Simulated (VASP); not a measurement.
# In (P6_3/mmc) in VASP: further runs, part 2 of 3

VASP 6.6.1.

## Step 3: Single point, PBE (volume scaled by 0.4)

Input file INCAR:

```
SYSTEM = In
PREC = Accurate
ENCUT = 520
EDIFF = 1E-6
ISMEAR = -1
SIGMA = 0.08
LREAL = .False.
LASPH = .True.
NELM = 60
ALGO = Normal
ISIF = 2
LWAVE = .False.
LCHARG = .True.
GGA = PE
LELF = .True.
LVHAR = .True.
NBANDS = 20
```

Input file KPOINTS:

```
regular mesh
0
Gamma
  13 13 7
  0 0 0
```

Input file POSCAR:

```
In
1.0
    2.5050841845      0.0000000000      0.0000000000
   -1.2525420922      2.1694665424      0.0000000000
    0.0000000000      0.0000000000      4.0893564961
In
2
Direct
    0.3333333333      0.6666666667      0.2500000000
    0.6666666667      0.3333333333      0.7500000000
```

Potentials or basis: VASP PAW PBE potentials, release 64 (In_d).

On the command line:

```console
$ cat potpaw_PBE.64/In_d/POTCAR > POTCAR
$ mpirun -np 1 vasp_std > vasp.out
```

OUTCAR:

```text
SYSTEM = In
   PREC = Accurate
   ENCUT = 520
   EDIFF = 1E-6
   ISMEAR = -1
   LREAL = .False.
   LASPH = .True.
   NELM = 60
   ISIF = 2
   GGA = PE

 ion  position               nearest neighbor table
   1  0.333  0.667  0.250-   2 2.50   2 2.50   2 2.50   2 2.50   2 2.50   2 2.50   2 3.54   2 3.54
                             2 3.54   2 3.54   2 3.54   2 3.54
   2  0.667  0.333  0.750-   1 2.50   1 2.50   1 2.50   1 2.50   1 2.50   1 2.50   1 3.54   1 3.54
                             1 3.54   1 3.54   1 3.54   1 3.54

  LATTYP: Found a hexagonal cell.
 ALAT       =     2.5050841845
 C/A-ratio  =     1.6324227830

  Lattice vectors:

 A1 = (   2.5050841845,   0.0000000000,   0.0000000000)
 A2 = (  -1.2525420922,   2.1694665424,   0.0000000000)
 A3 = (   0.0000000000,   0.0000000000,   4.0893564961)

Analysis of symmetry for initial positions (statically):
=====================================================================
 Subroutine PRICEL returns:
 Original cell was already a primitive cell.

 Routine SETGRP: Setting up the symmetry group for a
 hexagonal supercell.

 Subroutine GETGRP returns: Found 24 space group operations
 (whereof 12 operations were pure point group operations)
 out of a pool of 24 trial point group operations.

The static configuration has the point symmetry D_3d.
 The point group associated with its full space group is D_6h.

Analysis of symmetry for dynamics (positions and initial velocities):
=====================================================================
 Subroutine PRICEL returns:
 Original cell was already a primitive cell.

 Routine SETGRP: Setting up the symmetry group for a
 hexagonal supercell.

 Subroutine GETGRP returns: Found 24 space group operations
 (whereof 12 operations were pure point group operations)
 out of a pool of 24 trial point group operations.

The dynamic configuration has the point symmetry D_3d.
 The point group associated with its full space group is D_6h.

 Subroutine INISYM returns: Found 24 space group operations
[... 107 lines left out ...]
   PSTRESS=    0.0 pullay stress
   NELECT =      26.0000    total number of electrons
   NUPDOWN=      -1.0000    fix difference up-down
   EMIN   =  10.00;   EMAX   =-10.00  energy-range for DOS
   EFERMI =   0.00;   METHOD = LEGACY
   ISMEAR =    -1;   SIGMA  =   0.08  broadening in eV -4-tet -1-fermi 0-gaus
   EFERMI_NEDOS =   21; number of points for ismear=-14 and -15
   IALGO  =     38    algorithm
   IMIX   =      4    mixing-type and parameters
     AMIX     =   0.40;   BMIX     =  1.00
     AMIX_MAG =   1.60;   BMIX_MAG =  1.00
  volume/ion in A,a.u.               =      11.11        74.99
  Fermi-wavevector in a.u.,A,eV,Ry     =   1.725000  3.259778 40.485854  2.975626
  Thomas-Fermi vector in A             =   2.800583
   LORBIT       =      0    0 simple, 1 ext, 2 COOP (PROOUT), +10 PAW based schemes
   GGA     = PE    functional components
   LHFCALC =     F    Hartree Fock is set to
   AEXX    =    0.0000 exact exchange contribution
   IVDW    =     0    specifies the selected vdW correction
   LEPSILON=     F    determine dielectric tensor
   LRPA    =     F    only Hartree local field effects (RPA)
 non-spin polarized calculation
  energy-cutoff  :      520.00
  volume of cell :       22.22
 maximum number of plane-waves:       615
 NGX is ok and might be reduce to    20
   NGX =  9   NGY =  9   NGZ = 15

 number of electron      25.9999992 magnetization

 Free energy of the ion-electron system (eV)
  ---------------------------------------------------
  ext. energy  EPLUGINS =         0.00000000
  ---------------------------------------------------
  free energy    TOTEN  =         8.58107586 eV

  energy without entropy =        8.59137825  energy(sigma->0) =        8.58622706

 E-fermi :  24.0695     XC(G=0): -15.0817

 val. band max:       23.9610217170   @ k =   0.3077   0.2308   0.4286
 cond. band min:      24.0980886735   @ k =   0.4615  -0.0000   0.1429
 fundamental gap:      0.1370669565
 Fermi energy:        24.0695382302

 k-point     1 :       0.0000    0.0000    0.0000
  band No.  band energies     occupation
      1       3.6189      2.00000
      2       4.5704      2.00000
      3       5.1588      2.00000
      4       5.3021      2.00000
      5       5.3021      2.00000
      6       5.5955      2.00000
[... 541 lines left out ...]
     19      39.6052      0.00000
     20      41.8081      0.00000

 [... further k-points ...]
[... 5 lines left out ...]
  --------------------------------------------------------------------------------------
  -------------------------------------------------------------------------------------
  Total       45.7491895     45.7491895     45.7640473      0.0000000      0.0000000      0.0000000
  in kB     3298.0993397   3298.0993398   3299.1704482      0.0000001      0.0000000      0.0000000
  external PRESSURE =    3298.4563759 kB  Pullay stress =       0.0000000 kB

 VOLUME and BASIS-vectors are now :
 -----------------------------------------------------------------------------
  energy-cutoff  :      520.00
  volume of cell :       22.22
      direct lattice vectors                 reciprocal lattice vectors
     2.505084184  0.000000000  0.000000000     0.399188181  0.230471404  0.000000000
    -1.252542092  2.169466542  0.000000000     0.000000000  0.460942808  0.000000000
     0.000000000  0.000000000  4.089356496     0.000000000  0.000000000  0.244537252

 POSITION                                       TOTAL-FORCE (eV/Angst)
 -----------------------------------------------------------------------------------
     -0.00000      1.44631      1.02234        -0.000000      0.000000      0.000000
      1.25254      0.72316      3.06702         0.000000     -0.000000      0.000000
 -----------------------------------------------------------------------------------
    total drift:                                0.000000     -0.000000      0.000000

  FREE ENERGIE OF THE ION-ELECTRON SYSTEM (eV)
  ---------------------------------------------------
  free  energy   TOTEN  =         8.5810758610 eV

  energy  without entropy=        8.5913782536  energy(sigma->0) =        8.58622706
```

OSZICAR:

```text
N       E                     dE             d eps       ncg     rms          rms(c)
DAV:   1     0.210980979089E+03    0.21098E+03   -0.12833E+04  3704   0.238E+03
DAV:   2     0.217267509771E+02   -0.18925E+03   -0.18459E+03  3400   0.409E+02
DAV:   3     0.809264966258E+01   -0.13634E+02   -0.13525E+02  3864   0.122E+02
DAV:   4     0.778638804884E+01   -0.30626E+00   -0.30603E+00  4116   0.176E+01
DAV:   5     0.777451106787E+01   -0.11877E-01   -0.11876E-01  4684   0.295E+00    0.204E+01
DAV:   6     0.830879661455E+01    0.53429E+00   -0.15718E-01  5048   0.121E+01    0.110E+01
DAV:   7     0.857237792225E+01    0.26358E+00   -0.94518E-02  5564   0.884E+00    0.849E-01
DAV:   8     0.858110037429E+01    0.87225E-02   -0.18408E-02  5076   0.218E+00    0.291E-01
DAV:   9     0.858097152334E+01   -0.12885E-03   -0.29037E-04  4184   0.145E-01    0.265E-01
DAV:  10     0.858100217276E+01    0.30649E-04   -0.90615E-05  4544   0.160E-01    0.208E-01
DAV:  11     0.858108054626E+01    0.78373E-04   -0.93669E-06  5028   0.902E-02    0.683E-02
DAV:  12     0.858107554921E+01   -0.49970E-05   -0.28058E-06  3556   0.230E-02    0.216E-02
DAV:  13     0.858107586099E+01    0.31177E-06   -0.32385E-07  2064   0.867E-03
   1 F= 0.85810759E+01 E0= 0.85862271E+01  d E =-.103024E-01
```

stdout:

```text
POSCAR found type information on POSCAR In
 POSCAR found :  1 types and       2 ions
 scaLAPACK will be used
 LDA part: xc-table for (Slater+PW92), standard interpolation
 POSCAR, INCAR and KPOINTS ok, starting setup
 FFT: planning ... GRIDC
 FFT: planning ... GRID_SOFT
 FFT: planning ... GRID
 WAVECAR not read
 entering main loop
```

It took 42 s on 1 thread of Intel Xeon 8259CL, shared host; peak memory 0.15 GiB.

Results:

```
Free energy            : 8.5811 eV
Pressure               : 329.8 GPa
Band gap on the k mesh : zero (band 13 reaches 29.32 eV, above the bottom of band 14 at 21.11 eV)
```

Stress tensor (GPa, compression positive):
```
329.81   0.00   0.00
  0.00 329.81   0.00
  0.00   0.00 329.92
```

Caveat: the cell differs from its parent crystal (volume scaled by 0.4); spin-orbit coupling is left out, which moves the levels of the heavy elements.

## Step 4: Single point, PBE

This run uses another cell than the first one, of 12.50 Å³/atom, 1.125 times its volume.

Input file INCAR:

```
SYSTEM = In
ALGO = Normal
EDIFF = 1E-7
ENCUT = 520
GGA = PE
ISIF = 2
ISMEAR = -1
LASPH = .TRUE.
LCHARG = .FALSE.
LREAL = .FALSE.
LWAVE = .FALSE.
NBANDS = 20
NELM = 100
PREC = Accurate
SIGMA = 0.08
```

Input file KPOINTS:

```
k-points
0
G
  13 13 7
  0 0 0
```

Input file POSCAR:

```
In
1.0
    2.6064195911      0.0000000000      0.0000000000
   -1.3032097955      2.2572255788      0.0000000000
    0.0000000000      0.0000000000      4.2497509777
In
2
Direct
    0.3333333333      0.6666666667      0.2500000000
    0.6666666667      0.3333333333      0.7500000000
```

Potentials or basis: VASP PAW PBE potentials, release 64 (In_d).

On the command line:

```console
$ cat potpaw_PBE.64/In_d/POTCAR > POTCAR
$ mpirun -np 1 vasp_std > vasp.out
```

OUTCAR:

```text
SYSTEM = In
   EDIFF = 1E-7
   ENCUT = 520
   GGA = PE
   ISIF = 2
   ISMEAR = -1
   LASPH = .TRUE.
   LREAL = .FALSE.
   NELM = 100
   PREC = Accurate

 ion  position               nearest neighbor table
   1  0.333  0.667  0.250-   2 2.60   2 2.60   2 2.60   2 2.60   2 2.60   2 2.60   2 3.68   2 3.68
                             2 3.68   2 3.68   2 3.68   2 3.68
   2  0.667  0.333  0.750-   1 2.60   1 2.60   1 2.60   1 2.60   1 2.60   1 2.60   1 3.68   1 3.68
                             1 3.68   1 3.68   1 3.68   1 3.68

  LATTYP: Found a hexagonal cell.
 ALAT       =     2.6064195911
 C/A-ratio  =     1.6304937978

  Lattice vectors:

 A1 = (   2.6064195911,   0.0000000000,   0.0000000000)
 A2 = (  -1.3032097955,   2.2572255788,   0.0000000000)
 A3 = (   0.0000000000,   0.0000000000,   4.2497509777)

Analysis of symmetry for initial positions (statically):
=====================================================================
 Subroutine PRICEL returns:
 Original cell was already a primitive cell.

 Routine SETGRP: Setting up the symmetry group for a
 hexagonal supercell.

 Subroutine GETGRP returns: Found 24 space group operations
 (whereof 12 operations were pure point group operations)
 out of a pool of 24 trial point group operations.

[... 158 lines left out ...]
  ext. energy  EPLUGINS =         0.00000000
  ---------------------------------------------------
  free energy    TOTEN  =         3.96113701 eV

  energy without entropy =        3.97204153  energy(sigma->0) =        3.96658927

 E-fermi :  20.7808     XC(G=0): -14.3185

 val. band max:       20.7240246343   @ k =   0.2308   0.2308   0.1429
 cond. band min:      20.8105301961   @ k =   0.0000   0.0000   0.2857
 fundamental gap:      0.0865055618
 Fermi energy:        20.7807900957

 k-point     1 :       0.0000    0.0000    0.0000
  band No.  band energies     occupation
      1       1.8451      2.00000
      2       2.9877      2.00000
      3       3.1036      2.00000
      4       3.1036      2.00000
      5       3.1923      2.00000
      6       3.3268      2.00000
[... 541 lines left out ...]
     19      36.0499      0.00000
     20      37.8631      0.00000

 [... further k-points ...]
[... 5 lines left out ...]
  --------------------------------------------------------------------------------------
  -------------------------------------------------------------------------------------
  Total       33.1909861     33.1909861     33.1741820      0.0000000      0.0000000      0.0000000
  in kB     2126.9043567   2126.9043566   2125.8275383      0.0000000      0.0000000      0.0000000
  external PRESSURE =    2126.5454172 kB  Pullay stress =       0.0000000 kB

 VOLUME and BASIS-vectors are now :
 -----------------------------------------------------------------------------
  energy-cutoff  :      520.00
  volume of cell :       25.00
      direct lattice vectors                 reciprocal lattice vectors
     2.606419591  0.000000000  0.000000000     0.383668080  0.221510869  0.000000000
    -1.303209795  2.257225579  0.000000000     0.000000000  0.443021738  0.000000000
     0.000000000  0.000000000  4.249750978     0.000000000  0.000000000  0.235307905

 POSITION                                       TOTAL-FORCE (eV/Angst)
 -----------------------------------------------------------------------------------
     -0.00000      1.50482      1.06244        -0.000000     -0.000000      0.000000
      1.30321      0.75241      3.18731         0.000000      0.000000      0.000000
 -----------------------------------------------------------------------------------
    total drift:                               -0.000000      0.000000     -0.000000

  FREE ENERGIE OF THE ION-ELECTRON SYSTEM (eV)
  ---------------------------------------------------
  free  energy   TOTEN  =         3.9611370083 eV

  energy  without entropy=        3.9720415258  energy(sigma->0) =        3.96658927
```

OSZICAR:

```text
N       E                     dE             d eps       ncg     rms          rms(c)
DAV:   1     0.207610212945E+03    0.20761E+03   -0.13075E+04  3724   0.230E+03
DAV:   2     0.176500979857E+02   -0.18996E+03   -0.18545E+03  3420   0.405E+02
DAV:   3     0.373660694469E+01   -0.13913E+02   -0.13816E+02  3860   0.123E+02
DAV:   4     0.343269414274E+01   -0.30391E+00   -0.30372E+00  4152   0.177E+01
DAV:   5     0.341978072402E+01   -0.12913E-01   -0.12913E-01  4836   0.309E+00    0.159E+01
DAV:   6     0.378969863802E+01    0.36992E+00   -0.16985E-01  4840   0.116E+01    0.826E+00
DAV:   7     0.395328474058E+01    0.16359E+00   -0.80900E-02  5080   0.761E+00    0.832E-01
DAV:   8     0.396117289188E+01    0.78882E-02   -0.15075E-02  5056   0.190E+00    0.183E-01
DAV:   9     0.396107671390E+01   -0.96178E-04   -0.16809E-04  4108   0.106E-01    0.194E-01
DAV:  10     0.396107224726E+01   -0.44666E-05   -0.85795E-06  4968   0.248E-02    0.211E-01
DAV:  11     0.396112819890E+01    0.55952E-04   -0.21597E-05  4612   0.115E-01    0.954E-02
DAV:  12     0.396113598091E+01    0.77820E-05   -0.28822E-06  4672   0.368E-02    0.691E-02
DAV:  13     0.396113671778E+01    0.73687E-06   -0.20441E-07  2736   0.936E-03    0.456E-02
DAV:  14     0.396113693761E+01    0.21983E-06   -0.53206E-08  2120   0.366E-03    0.351E-02
DAV:  15     0.396113700828E+01    0.70675E-07   -0.25451E-08  1980   0.295E-03
   1 F= 0.39611370E+01 E0= 0.39665893E+01  d E =-.109045E-01
```

It took 47 s on 1 thread of Intel Xeon 8259CL, shared host; peak memory 0.16 GiB.

What came out:

* Free energy: 3.9611 eV
* Pressure: 212.7 GPa
* Band gap on the k mesh: zero (band 13 reaches 25.76 eV, above the bottom of band 14 at 17.73 eV)

Caveat: spin-orbit coupling is left out, which moves the levels of the heavy elements.

[end of part 2 of 3]
